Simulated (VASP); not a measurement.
A run of VASP 6.6.1:

File POSCAR:

```
ZnS
1.0
    3.7684534138      0.0000000000      0.0000000000
   -1.8842267069      3.2635763893      0.0000000000
    0.0000000000      0.0000000000      6.2816963747
Zn S
2 2
Direct
    0.3333333333      0.6666666667      0.0018757450
    0.6666666667      0.3333333333      0.5018757450
    0.3333333333      0.6666666667      0.3731242550
    0.6666666667      0.3333333333      0.8731242550
```

The input INCAR.step1:

```
PREC     = Accurate       # precision mode
ENCUT    = 520            # plane-wave cutoff, eV
ISMEAR   = 0              # smearing method
SIGMA    = 0.02           # smearing width, eV
LREAL    = False          # projectors in reciprocal space
LASPH    = True           # aspherical terms in the spheres
NELM     = 60             # most SCF steps
NBANDS   = 26             # bands
GGA      = PE             # functional
ALGO     = Normal         # electronic algorithm
EDIFF    = 1E-4           # SCF threshold, eV
LWAVE    = True           # write WAVECAR
LCHARG   = False          # write CHGCAR
```

File INCAR.step2:

```
PREC     = Accurate       # precision mode
ENCUT    = 520            # plane-wave cutoff, eV
EDIFF    = 1E-6           # SCF threshold, eV
ISMEAR   = 0              # smearing method
SIGMA    = 0.02           # smearing width, eV
LREAL    = False          # projectors in reciprocal space
LASPH    = True           # aspherical terms in the spheres
NELM     = 60             # most SCF steps
ALGO     = Normal         # electronic algorithm
ISIF     = 2              # what is computed and relaxed
LWAVE    = False          # write WAVECAR
LCHARG   = True           # write CHGCAR
METAGGA  = R2SCAN         # meta-GGA
LMIXTAU  = True         
LELF     = True           # ELF
LVHAR    = True         
NBANDS   = 26             # bands
ISTART   = 1
```

KPOINTS

```
regular mesh
0
Gamma
  6 6 4
```

Potentials or basis: VASP PAW PBE potentials, release 64 (Zn, S).

Run with:

```bash
$ cat potpaw_PBE.64/Zn/POTCAR potpaw_PBE.64/S/POTCAR > POTCAR
$ cp INCAR.step1 INCAR
$ mpirun -np 1 vasp_std > vasp.out
$ cp INCAR.step2 INCAR
$ mpirun -np 1 vasp_std > vasp.out
```

Hardware: 1 thread of Intel Xeon 8259CL, with other jobs on the host.

Question: Estimate the wall time of this run.

Answer: Run time: 6.2 min on 1 thread of Intel Xeon 8259CL, on a shared host, peak memory 0.22 GiB. Counts: k points 21.
